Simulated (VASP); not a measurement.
## Pd: single point with BLYP

The system is Pd.

```
Pd
1.0
     0.00000    2.88332    2.88332
     2.88332    0.00000    2.88332
     2.88332    2.88332    0.00000
Pd
2
Direct
  0.12500 0.12500 0.12500
  0.87500 0.87500 0.87500
```

This cell differs from its parent crystal: volume scaled by 0.92.

* Program: VASP 6.6.1
* Task: single point
* Functional: BLYP
* Potentials or basis: VASP PAW PBE potentials, release 64 (Pd)
* Cutoff: 520 eV
* k mesh: 10 × 10 × 10
* Occupations: fermi-dirac, width 0.05 eV
* Spin: collinear spin, ferromagnetic start
* Starting moments: [-0.424, -0.424] μB

```yaml
Pressure: 5.9 GPa
Net_moment: -0.88 μB per cell
Site_moments: Pd -0.43 μB
Valence_electrons_inside_the_program's_atomic_spheres: Pd 9.34
```

Levels at points of the mesh, in eV from the Fermi level:
Spin up:
```tsv
k point	band 6	band 7	band 8	band 9	band 10	band 11	band 12	band 13	band 14	band 15
(0.00, 0.00, 0.00)	-3.15	-1.25	-1.25	-1.25	-0.06	-0.06	11.78	11.78	11.78	12.18
(0.50, 0.00, 0.00)	-2.99	-0.93	-0.93	-0.22	-0.22	0.07	1.37	8.54	8.54	10.92
(0.50, 0.50, 0.00)	-1.84	-1.75	-1.75	-0.03	-0.03	2.02	2.02	4.86	4.86	9.77
```
Spin down:
```csv
k point,band 9,band 10,band 11,band 12,band 13,band 14
"(0.00, 0.00, 0.00)",-1.56,-0.37,-0.37,11.69,11.69,11.69
"(0.50, 0.00, 0.00)",-0.56,-0.56,0.04,1.12,8.47,8.47
"(0.50, 0.50, 0.00)",-0.38,-0.38,1.85,1.85,4.83,4.83
```

Run time: 52 s on 1 thread of Intel(R) Xeon(R) 6975P-C (Granite Rapids), on a shared host, peak memory 0.22 GiB.

Caveat: the PAW data sets were made with another functional, which shifts forces and pressure a little.
